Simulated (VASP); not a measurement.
Set up this calculation in VASP 6.6.1, as the native input.

```
Task                   : single point
Functional             : PBEsol
Potentials or basis    : VASP PAW PBE potentials, release 64 (Pt)
Cutoff                 : 520 eV
k mesh                 : 24 × 24 × 14
Occupations            : gaussian, width 0.15 eV
Spin                   : no spin polarisation
Dipole correction      : no
Further INCAR settings : ALGO = Fast; EDIFF = 1e-06; NBANDS = 17
```

The structure of Pt lies in POSCAR:

```
Pt
1.0
    2.5889111393      0.0000000000      0.0000000000
   -1.2944555697      2.2420628147      0.0000000000
    0.0000000000      0.0000000000      4.7068056308
Pt
2
Direct
    0.6666666667      0.3333333333      0.7500000000
    0.3333333333      0.6666666667      0.2500000000
```

This cell differs from its parent crystal: strain -0.050 along x and y, +0.000 along z.

One way to write it, as run:

INCAR

```
SYSTEM = Pt
  PREC = Accurate
  ENCUT = 520
  EDIFF = 1E-6
  ISMEAR = 0
  SIGMA = 0.15
  LREAL = .FALSE.
  LASPH = .TRUE.
  NELM = 100
  ALGO = Fast
  ISIF = 2
  LWAVE = .FALSE.
  LCHARG = .FALSE.
  GGA = PS
  NBANDS = 17
```

KPOINTS

```
regular mesh
0
G
  24 24 14
  0 0 0
```

Potentials or basis: VASP PAW PBE potentials, release 64 (Pt).

Command:

```bash
$ cat potpaw_PBE.64/Pt/POTCAR > POTCAR
$ mpirun -np 1 vasp_std > vasp.out
```

Results of the run:

| Item | Value |
| --- | --- |
| Pressure | 41.2 GPa |
| Band gap on the k mesh | zero (band 10 reaches 13.96 eV, above the bottom of band 11 at 12.09 eV) |

Caveat: the cell differs from its parent crystal (strain -0.050 along x and y, +0.000 along z); the PAW data sets were made with another functional, which shifts forces and pressure a little; spin-orbit coupling is left out, which moves the levels of the heavy elements.

Wall time 110 s on 1 thread of AMD EPYC 9R45 96-Core Processor (Zen 5), with other jobs on the host, peak memory 0.26 GiB.
